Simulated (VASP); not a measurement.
**Bi2Te3: electric field gradients with PBE**

Crystal: Bi2Te3.

```
Bi Te
1.0
     2.18567    1.26189   10.13167
    -2.18567    1.26189   10.13167
     0.00000   -2.52379   10.13167
Bi Te
2 3
Direct
  0.40000 0.40000 0.40000
  0.60000 0.60000 0.60000
  0.00000 0.00000 0.00000
  0.20950 0.20950 0.20950
  0.79050 0.79050 0.79050
```

| Property | Result |
| --- | --- |
| Program | VASP 6.6.1 |
| Task | electric field gradients |
| Functional | PBE |
| Potentials or basis | VASP PAW PBE potentials, release 64 (Bi_d, Te) |
| Cutoff | 520 eV |
| k mesh | 7 × 7 × 7 |
| Occupations | fermi-dirac, width 0.08 eV |
| Spin | no spin polarisation |
| Dipole correction | no |
| Further INCAR settings | ALGO = Normal; EDIFF = 1e-08; NBANDS = 32 |

| Property | Result |
| --- | --- |
| Pressure | 2.5 GPa |
| Largest force | 0.034 eV/Å |
| Band gap on the k mesh | 0.27 eV |
| Largest electric field gradient by atom | Bi +26.7; Te +94.1, +9.1 (each value once) V/Å² |

Forces in eV/Å, atoms in the order of the input:
```
Bi   0.000  0.000  0.001
Bi   0.000  0.000 -0.001
Te   0.000  0.000  0.000
Te   0.000  0.000 -0.034
Te   0.000  0.000  0.034
```

Stress tensor (GPa, compression positive):
```
2.51 0.00 0.00
0.00 2.51 0.00
0.00 0.00 2.35
```

Levels at points of the mesh, in eV from the valence-band top:
```tsv
k point	band 20	band 21	band 22	band 23	band 24	band 25	band 26	band 27	band 28	band 29
(0.00, 0.00, 0.00)	-1.75	-1.75	-0.90	-0.90	0.00	0.27	0.63	0.63	1.95	2.10
```

Electric field gradients, principal values (V/Å²):
```tsv
atom	least	middle	greatest (by size)
1 Bi	-13.362	-13.362	26.723
2 Bi	-13.362	-13.362	26.723
3 Te	-47.049	-47.049	94.099
4 Te	-4.550	-4.550	9.101
5 Te	-4.550	-4.550	9.101
```

It took 13 min on 1 thread of Intel(R) Xeon(R) Platinum 8559C (Emerald Rapids) (shared host), peak memory 0.98 GiB.

Caveat: without QUAD_EFG the Cq values of the log hold for a quadrupole moment of 1 mb, not for the nuclei; spin-orbit coupling is left out, which moves the levels of the heavy elements; an odd mesh through Γ misses points on the zone boundary, where band edges can lie.
